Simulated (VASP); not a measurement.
Li:

```
CELL_PARAMETERS angstrom
-1.75465 1.75465 1.75465
1.75465 -1.75465 1.75465
1.75465 1.75465 -1.75465
ATOMIC_POSITIONS crystal
Li 0.00000 0.00000 0.00000
```

- Program: VASP 6.6.1
- Task: relaxation of cell and atoms
- Functional: LDA
- Potentials or basis: VASP PAW LDA potentials, release 64 (Li_sv)
- Cutoff: 600 eV
- k mesh: 8 × 8 × 8
- Occupations: gaussian, width 0.05 eV
- Spin: no spin polarisation

At the start: pressure -1.6 GPa; volume 21.61 Å³/atom.

Problem. Where does the relaxation end?

Solution. Over 4 steps the energy falls by 15.6 meV/atom and the volume is 18.78 Å³/atom (-13.1 %); space group Im-3m (No. 229, to 0.1 Å) before and after.

Step by step:
```
step  energy change (eV)  largest force (eV/Å)  pressure (GPa)  volume (Å³)
   1              0.0000                0.0000           -1.62        21.61
   2             -0.0063                0.0000           -1.32        20.93
   3             -0.0150                0.0000           -0.39        19.36
   4             -0.0156                0.0000            0.05        18.78
```

Final structure:
```
CELL_PARAMETERS angstrom
-1.67454 1.67454 1.67454
1.67454 -1.67454 1.67454
1.67454 1.67454 -1.67454
ATOMIC_POSITIONS crystal
Li 0.00000 0.00000 0.00000
```

Caveat: the cutoff is under 1.25 times the usual one of these potentials, so pressure, stress and relaxed cells hold a basis-set (Pulay) error.
